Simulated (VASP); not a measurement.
Runs of VASP 6.6.1 on PbF2. The structure is that of space group Fm-3m (No. 225), or close to it. The cells are those of the table. 

```tsv
cell	gap on the mesh (eV)	pressure (GPa)	largest force (eV/Å)
a = 4.200, b = 4.226 Å, angles 59.8, 59.6, 59.8°, 3 atoms	4.30	-1.7	0.03
a = 4.200, b = 4.279 Å, angles 59.4, 58.8, 59.4°, 3 atoms	(a)	-1.6	0.09
a = 4.200, b = 4.253 Å, angles 59.6, 59.2, 59.6°, 3 atoms	4.30	-1.7	0.06
a = 4.201, b = 4.095 Å, angles 60.8, 61.7, 60.8°, 3 atoms	4.27	-1.5	0.12
```

Alike in all rows: task single point; level PBEsol; potentials or basis VASP PAW PBE potentials, release 64 (Pb_d, F); no spin polarisation; k mesh 8 × 8 × 8; cutoff (eV) 520; smearing gaussian 0.05 eV.

Question: Estimate the missing entries.

Answer: (a) 4.29.

Caveats: the PAW data sets were made with another functional, which shifts forces and pressure a little; spin-orbit coupling is left out, which moves the levels of the heavy elements.

A k mesh can miss the band edges, and the runs leave out spin-orbit coupling on Pb.
